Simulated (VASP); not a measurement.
# Te (P3_121) in VASP: single point with PBE

Aim: the single point of Te with PBE.

Everything below comes from runs of VASP 6.6.1. Logs are shortened: lines on timing, memory, paths and dates and some standing lists are left out, and cuts for length are marked.

## 1. The cell of the first run

It takes space group P3_121 (No. 152, trigonal). The conventional cell has a = 4.601 Å, b = 4.601 Å, c = 5.900 Å, α = 90.00°, β = 90.00°, γ = 120.00°. Within 3.7 Å of Te (site symmetry 2) lie 6 Te at 2.84 to 3.59 Å.

## 2. Single point, PBE

Input file INCAR:

```
  ALGO = Normal
  EDIFF = 1E-6
  ENCUT = 500
  GGA = PE
  GGA_COMPAT = False
  ISIF = 2
  ISMEAR = 0
  LASPH = True
  LCHARG = False
  LREAL = False
  LWAVE = False
  NBANDS = 16
  NELM = 120
  PREC = Accurate
  SIGMA = 0.1
```

Input file KPOINTS:

```
k-points
0
Gamma
  6 6 4
```

Input file POSCAR:

```
Te
1.0
    4.6013525159      0.0000000000      0.0000000000
   -2.3006762580      3.9848881706      0.0000000000
    0.0000000000      0.0000000000      5.9000620010
Te
3
Direct
    0.2566971700      0.0000000000      0.3333333300
    0.0000000000      0.2566971700      0.6666666700
    0.7433028300      0.7433028300      0.0000000000
```

Potentials or basis: VASP PAW PBE potentials, release 64 (Te).

Launch:

```
> cat potpaw_PBE.64/Te/POTCAR > POTCAR
> mpirun -np 1 vasp_std > vasp.out
```

OUTCAR:

```text
EDIFF = 1E-6
   ENCUT = 500
   GGA = PE
   ISIF = 2
   ISMEAR = 0
   LASPH = True
   LREAL = False
   NELM = 120
   PREC = Accurate

 ion  position               nearest neighbor table
   1  0.257  0.000  0.333-   3 2.84   2 2.84   3 3.59   3 3.59   2 3.59   2 3.59
   2  0.000  0.257  0.667-   3 2.84   1 2.84   3 3.59   3 3.59   1 3.59   1 3.59
   3  0.743  0.743  0.000-   1 2.84   2 2.84   2 3.59   1 3.59   2 3.59   1 3.59

  LATTYP: Found a hexagonal cell.
 ALAT       =     4.6013525159
 C/A-ratio  =     1.2822451617

  Lattice vectors:

 A1 = (   4.6013525159,   0.0000000000,   0.0000000000)
 A2 = (  -2.3006762580,   3.9848881706,   0.0000000000)
 A3 = (   0.0000000000,   0.0000000000,   5.9000620010)

Analysis of symmetry for initial positions (statically):
=====================================================================
 Subroutine PRICEL returns:
 Original cell was already a primitive cell.

 Routine SETGRP: Setting up the symmetry group for a
 hexagonal supercell.

 Subroutine GETGRP returns: Found  6 space group operations
 (whereof  2 operations were pure point group operations)
 out of a pool of 24 trial point group operations.

The static configuration has the point symmetry C_2 .
 The point group associated with its full space group is D_3 .

Analysis of symmetry for dynamics (positions and initial velocities):
=====================================================================
 Subroutine PRICEL returns:
 Original cell was already a primitive cell.

 Routine SETGRP: Setting up the symmetry group for a
 hexagonal supercell.

 Subroutine GETGRP returns: Found  6 space group operations
 (whereof  2 operations were pure point group operations)
 out of a pool of 24 trial point group operations.

The dynamic configuration has the point symmetry C_2 .
 The point group associated with its full space group is D_3 .

 Subroutine INISYM returns: Found  6 space group operations
 (whereof  2 operations are pure point group operations),
 and found     1 'primitive' translations

----------------------------------------------------------------------------------------

                                     Primitive cell

  volume of cell :     108.1828

  direct lattice vectors                    reciprocal lattice vectors
     4.601352516  0.000000000  0.000000000     0.217327405  0.125474036  0.000000000
    -2.300676258  3.984888171  0.000000000     0.000000000  0.250948071  0.000000000
     0.000000000  0.000000000  5.900062001     0.000000000  0.000000000  0.169489744

  length of vectors
     4.601352516  4.601352516  5.900062001     0.250948071  0.250948071  0.169489744

  position of ions in fractional coordinates (direct lattice)
     0.256697170  0.000000000  0.333333330
     0.000000000  0.256697170  0.666666670
     0.743302830  0.743302830  0.000000000

  ion indices of the primitive-cell ions
   primitive index   ion index
                 1           1
                 2           2
                 3           3

----------------------------------------------------------------------------------------

 KPOINTS: k-points

Automatic generation of k-mesh.
 Grid dimensions read from file:
 generate k-points for:    6    6    4

 Generating k-lattice:

  Cartesian coordinates                     Fractional coordinates (reciprocal lattice)
     0.036221234  0.020912339  0.000000000     0.166666667  0.000000000  0.000000000
     0.000000000  0.041824679  0.000000000     0.000000000  0.166666667  0.000000000
     0.000000000  0.000000000  0.042372436     0.000000000  0.000000000  0.250000000

  Length of vectors
     0.041824679  0.041824679  0.042372436

  Shift w.r.t. Gamma in fractional coordinates (k-lattice)
     0.000000000  0.000000000  0.000000000

 Subroutine IBZKPT returns following result:
 ===========================================

 Found     24 irreducible k-points:

 Following reciprocal coordinates:
            Coordinates               Weight
  0.000000  0.000000  0.000000      1.000000
  0.166667  0.000000  0.000000      6.000000
  0.333333  0.000000  0.000000      6.000000
  0.500000  0.000000  0.000000      3.000000
  0.166667  0.166667  0.000000      6.000000
  0.333333  0.166667  0.000000     12.000000
[... 16 lines left out ...]
  0.333333  0.166667  0.500000     12.000000
  0.333333  0.333333  0.500000      2.000000
   k-points           NKPTS =     24   k-points in BZ     NKDIM =     24   number of bands    NBANDS=     16
   number of dos      NEDOS =    301   number of ions     NIONS =      3
   total plane-waves  NPLWV =  62208
   dimension x,y,z NGX =    36 NGY =   36 NGZ =   48
   dimension x,y,z NGXF=    72 NGYF=   72 NGZF=   96
   ions per type =               3
   NGX,Y,Z   is equivalent  to a cutoff of  13.01, 13.01, 13.52 a.u.
   NGXF,Y,Z  is equivalent  to a cutoff of  26.01, 26.01, 27.05 a.u.
 SYSTEM =  unknown system
   PREC   = accura    normal or accurate (medium, high low for compatibility)
   ISTART =      0    job   : 0-new  1-cont  2-samecut
   ICHARG =      2    charge: 1-file 2-atom 10-const
   ISPIN  =      1    spin polarized calculation?
   LNONCOLLINEAR =      F non collinear calculations
   LSORBIT =      F    spin-orbit coupling
   LASPH  =      T    aspherical Exc in radial PAW
   ENCUT  =  500.0 eV  36.75 Ry    6.06 a.u.   8.39  8.39 10.76*2*pi/ulx,y,z
   NELM   =    120;   NELMIN=  2; NELMDL= -5     # of ELM steps
   EDIFF  = 0.1E-05   stopping-criterion for ELM
   LREAL  =      F    real-space projection
   EDIFFG = 0.1E-04   stopping-criterion for IOM
   NSW    =      0    number of steps for IOM
   IBRION =     -1    ionic relax: 0-MD 1-quasi-New 2-CG
   NFREE  =      0    steps in history (QN), initial steepest desc. (CG)
   ISIF   =      2    stress and relaxation
   ISYM   =      2    0-nonsym 1-usesym 2-fastsym
   POTIM  = 0.5000    time-step for ionic-motion
   TEBEG  =    0.0;   TEEND  =   0.0 temperature during run
   PSTRESS=    0.0 pullay stress
   NELECT =      18.0000    total number of electrons
   NUPDOWN=      -1.0000    fix difference up-down
   EMIN   =  10.00;   EMAX   =-10.00  energy-range for DOS
   EFERMI =   0.00;   METHOD = LEGACY
   ISMEAR =     0;   SIGMA  =   0.10  broadening in eV -4-tet -1-fermi 0-gaus
   EFERMI_NEDOS =   21; number of points for ismear=-14 and -15
   IALGO  =     38    algorithm
   IMIX   =      4    mixing-type and parameters
     AMIX     =   0.40;   BMIX     =  1.00
     AMIX_MAG =   1.60;   BMIX_MAG =  1.00
  volume/ion in A,a.u.               =      36.06       243.35
  Fermi-wavevector in a.u.,A,eV,Ry     =   0.900422  1.701551 11.031065  0.810760
  Thomas-Fermi vector in A             =   2.023378
   LORBIT       =      0    0 simple, 1 ext, 2 COOP (PROOUT), +10 PAW based schemes
   GGA     = PE    functional components
   LHFCALC =     F    Hartree Fock is set to
   AEXX    =    0.0000 exact exchange contribution
   IVDW    =     0    specifies the selected vdW correction
   LEPSILON=     F    determine dielectric tensor
   LRPA    =     F    only Hartree local field effects (RPA)
 non-spin polarized calculation
 Gauss-broadening in eV      SIGMA  =   0.10
  energy-cutoff  :      500.00
  volume of cell :      108.18
 maximum number of plane-waves:      2788
 NGX is ok and might be reduce to    36
   NGX = 17   NGY = 17   NGZ = 21

 number of electron      17.9999999 magnetization

 Free energy of the ion-electron system (eV)
  ---------------------------------------------------
  ext. energy  EPLUGINS =         0.00000000
  ---------------------------------------------------
  free energy    TOTEN  =        -9.41382331 eV

  energy without entropy =       -9.41372048  energy(sigma->0) =       -9.41377189

 E-fermi :   5.3542     XC(G=0):  -8.7732

 val. band max:        5.1699940185   @ k =   0.3333   0.3333   0.5000
 cond. band min:       5.5206098080   @ k =   0.3333   0.3333   0.5000
 fundamental gap:      0.3506157894
 Fermi energy:         5.3542219480

 k-point     1 :       0.0000    0.0000    0.0000
  band No.  band energies     occupation
      1      -8.1460      2.00000
      2      -4.9383      2.00000
      3      -4.9383      2.00000
      4       2.1364      2.00000
      5       2.3506      2.00000
      6       2.3506      2.00000
[... 8 lines left out ...]
     15      10.8797      0.00000
     16      11.6500      0.00000

 k-point     2 :       0.1667    0.0000    0.0000
  band No.  band energies     occupation
      1      -7.9941      2.00000
      2      -5.0173      2.00000
      3      -4.9063      2.00000
      4       1.2812      2.00000
      5       1.8083      2.00000
      6       2.1755      2.00000
[... 8 lines left out ...]
     15      11.3559      0.00000
     16      11.7458      0.00000

 k-point     3 :       0.3333    0.0000    0.0000
  band No.  band energies     occupation
      1      -7.6130      2.00000
      2      -5.3073      2.00000
      3      -4.8354      2.00000
      4       0.6681      2.00000
      5       1.2292      2.00000
      6       1.8287      2.00000
[... 8 lines left out ...]
     15      12.1738      0.00000
     16      12.9663      0.00000

 k-point     4 :       0.5000    0.0000    0.0000
  band No.  band energies     occupation
      1      -7.3479      2.00000
      2      -5.5565      2.00000
      3      -4.7965      2.00000
      4       0.6235      2.00000
      5       1.0228      2.00000
      6       1.8981      2.00000
[... 8 lines left out ...]
     15      13.6214      0.00000
     16      13.7975      0.00000
[... 324 lines left out ...]
 k-point    22 :       0.1667    0.1667    0.5000
  band No.  band energies     occupation
      1      -6.9766      2.00000
      2      -6.8877      2.00000
      3      -3.8422      2.00000
      4       0.7407      2.00000
      5       1.5421      2.00000
      6       1.6723      2.00000
[... 8 lines left out ...]
     15      11.7374      0.00000
     16      12.0087      0.00000

 k-point    23 :       0.3333    0.1667    0.5000
  band No.  band energies     occupation
      1      -6.7558      2.00000
      2      -6.5793      2.00000
      3      -4.3838      2.00000
      4       0.1441      2.00000
      5       1.0265      2.00000
      6       1.1640      2.00000
[... 8 lines left out ...]
     15      11.9864      0.00000
     16      12.6935      0.00000

 k-point    24 :       0.3333    0.3333    0.5000
  band No.  band energies     occupation
      1      -6.5716      2.00000
      2      -6.5716      2.00000
      3      -4.5351      2.00000
      4       0.2847      2.00000
      5       0.5711      2.00000
      6       0.5711      2.00000
[... 8 lines left out ...]
     15      11.8084      0.00000
     16      12.0470      0.00000

------------------------ aborting loop because EDIFF is reached ----------------------------------------

  FORCE on cell =-STRESS in cart. coord.  units (eV):
  Direction    XX          YY          ZZ          XY          YZ          ZX
  --------------------------------------------------------------------------------------
  -------------------------------------------------------------------------------------
  Total        0.2842885      0.2842885      0.5868735     -0.0000000      0.0000000      0.0000000
  in kB        4.2102872      4.2102872      8.6915429     -0.0000000      0.0000000      0.0000000
  external PRESSURE =       5.7040391 kB  Pullay stress =       0.0000000 kB

 VOLUME and BASIS-vectors are now :
 -----------------------------------------------------------------------------
  energy-cutoff  :      500.00
  volume of cell :      108.18
      direct lattice vectors                 reciprocal lattice vectors
     4.601352516  0.000000000  0.000000000     0.217327405  0.125474036  0.000000000
    -2.300676258  3.984888171  0.000000000     0.000000000  0.250948071  0.000000000
     0.000000000  0.000000000  5.900062001     0.000000000  0.000000000  0.169489744

 POSITION                                       TOTAL-FORCE (eV/Angst)
 -----------------------------------------------------------------------------------
      1.18115      0.00000      1.96669         0.214019      0.000000      0.000000
     -0.59058      1.02291      3.93337        -0.107009      0.185346     -0.000000
      1.71010      2.96198      0.00000        -0.107009     -0.185346      0.000000
 -----------------------------------------------------------------------------------
    total drift:                                0.000003     -0.000004      0.000000

  FREE ENERGIE OF THE ION-ELECTRON SYSTEM (eV)
  ---------------------------------------------------
  free  energy   TOTEN  =        -9.4138233069 eV

  energy  without entropy=       -9.4137204794  energy(sigma->0) =       -9.41377189
```

Wall time 35 s (1 thread of Intel Xeon Platinum 8259CL at 2.50GHz (Skylake/Cascade Lake), shared host); peak memory 0.24 GiB.

Results:

- Free energy: -9.4138 eV
- Pressure: 0.6 GPa
- Largest force: 0.214 eV/Å
- Band gap on the k mesh: 0.35 eV

Forces on the atoms (eV/Å):
```
Te   0.214  0.000  0.000
Te  -0.107  0.185  0.000
Te  -0.107 -0.185  0.000
```

Stress tensor (GPa, compression positive):
```
0.42 0.00 0.00
0.00 0.42 0.00
0.00 0.00 0.87
```

Levels at points of the mesh, in eV from the valence-band top:
```csv
k point,band 5,band 6,band 7,band 8,band 9,band 10,band 11,band 12,band 13,band 14
"(0.00, 0.00, 0.00)",-2.82,-2.82,-1.57,-1.57,-0.60,1.10,1.10,1.61,5.09,5.09
"(0.50, 0.00, 0.00)",-4.15,-3.27,-3.06,-1.11,-0.82,1.09,1.22,3.39,3.65,7.01
"(0.00, 0.00, 0.50)",-2.61,-2.61,-1.23,-1.10,-1.10,0.66,0.66,0.68,4.35,5.43
"(0.50, 0.00, 0.50)",-3.59,-3.51,-2.13,-1.75,-0.08,1.01,2.01,2.49,4.78,5.67
```

Caveat: semilocal functionals underestimate gaps, and a narrow one can read as zero; spin-orbit coupling is left out, which moves the levels of the heavy elements. A k mesh can miss the band edges.
